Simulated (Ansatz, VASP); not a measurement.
**Ir: VASP beside Ansatz**

INCAR

```
SYSTEM = Ir
PREC = Accurate
ENCUT = 520
EDIFF = 1E-7
ISMEAR = 0
SIGMA = 0.15
LREAL = .FALSE.
LASPH = .TRUE.
NELM = 60
ALGO = Fast
ISIF = 2
LWAVE = .FALSE.
LCHARG = .FALSE.
GGA = PS
NBANDS = 10
```

The input KPOINTS:

```
Automatic mesh
0
G
  22 22 22
  0 0 0
```

File POSCAR:

```
Ir
1.0
    0.0143977500      1.9197000000      1.9197000000
    1.9197000000      0.0143977500      1.9197000000
    1.9340977500      1.9340977500      0.0000000000
Ir
1
Direct
    0.0000000000      0.0000000000      0.0000000000
```

Input for Ansatz:

```yaml
crystal:
  lattice:
    - [0.01439775, 1.9197, 1.9197]
    - [1.9197, 0.01439775, 1.9197]
    - [1.93409775, 1.93409775, 0.0]
  atoms:
    - { symbol: Ir, position: [0.0, 0.0, 0.0] }
basis:
  ecutwfc: 420
kpoints:
  mp_grid: { grid: [22, 22, 22] }
hamiltonian:
  xc: pbesol
scf:
  occupations: { method: gaussian, width: 0.15 }
output:
  forces: true
  stress: true
  eigenvalues: true
  write_density: true
  write_potential: true
  elf: true
  volumetric_format: npy
```

Change from the starting cell: strain +0.0150 x Voigt [0, 0, 0, 0, 0, 1], atoms carried along.

Alike in both runs: task single point; functional PBEsol; k mesh 22 × 22 × 22; occupations gaussian, width 0.15 eV; no spin polarisation.

|  | VASP | Ansatz |
| --- | --- | --- |
| version | VASP 6.6.1 | Ansatz 0.2.0 |
| potentials or method | VASP PAW PBE potentials, release 64 (Ir), cutoff 520 eV | scalar-relativistic, plane waves, PAW |
| valence electrons in the cell | 9 | 17 |

Ansatz gave:

- gap on the k mesh at the Fermi level (eV): none
- pressure (GPa): -2.5
- traceless stress, the component that is largest in VASP (GPa): -4.12

Task: Estimate VASP's values.

Result: gap on the k mesh at the Fermi level (eV): none; pressure (GPa): -1.6; traceless stress, the component that is largest in VASP (GPa): -4.13.

VASP's potentials were made for PBE, not for PBEsol. A gap of «none» marks a metal or a gap that the smearing closes. VASP's potentials hold 9 valence electrons a cell and Ansatz's 17, so a difference there can come from the potentials and not from the codes.

Neither program's run includes spin-orbit coupling.
